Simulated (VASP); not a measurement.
CaO: single point with PBE

The system is CaO.

```
Ca O
1.0
    -0.09796    2.40002    2.40002
     2.40002   -0.09796    2.40002
     2.40002    2.40002   -0.09796
Ca O
1 1
Direct
  0.00000 0.00000 0.00000
  0.50000 0.50000 0.50000
```

This cell differs from its parent crystal: equal xy, yz and zx shear strains of -4 %.

```yaml
Program: VASP 6.6.1
Task: single point
Functional: PBE
Potentials_or_basis: VASP PAW PBE potentials, release 64 (Ca_sv, O)
Cutoff: 520 eV
k_mesh: 9 × 9 × 9
Occupations: fermi-dirac, width 0.03 eV
Spin: no spin polarisation
Dipole_correction: no
Further_INCAR_settings: ALGO = Normal; EDIFF = 1e-06; NBANDS = 15
```

```
Pressure               : -3.6 GPa
Band gap on the k mesh : 3.55 eV (least direct gap 3.96 eV)
```

Stress tensor (GPa, compression positive):
```
-3.56  2.68  2.68
 2.68 -3.56  2.68
 2.68  2.68 -3.56
```

Levels at points of the mesh, in eV from the valence-band top:
| k point | band 4 | band 5 | band 6 | band 7 | band 8 | band 9 | band 10 | band 11 | band 12 | band 13 |
| --- | --- | --- | --- | --- | --- | --- | --- | --- | --- | --- |
| (0.00, 0.00, 0.00) | -18.83 | -15.56 | -0.18 | -0.18 | 0.00 | 4.10 | 5.72 | 5.72 | 6.37 | 7.38 |

Run time: 33 s on 1 thread of Intel(R) Xeon(R) Platinum 8259CL CPU @ 2.50GHz (Skylake/Cascade Lake), on a shared host, peak memory 0.18 GiB.

Caveat: the cell differs from its parent crystal (equal xy, yz and zx shear strains of -4 %); the cell stands under tension. A k mesh can miss the band edges.
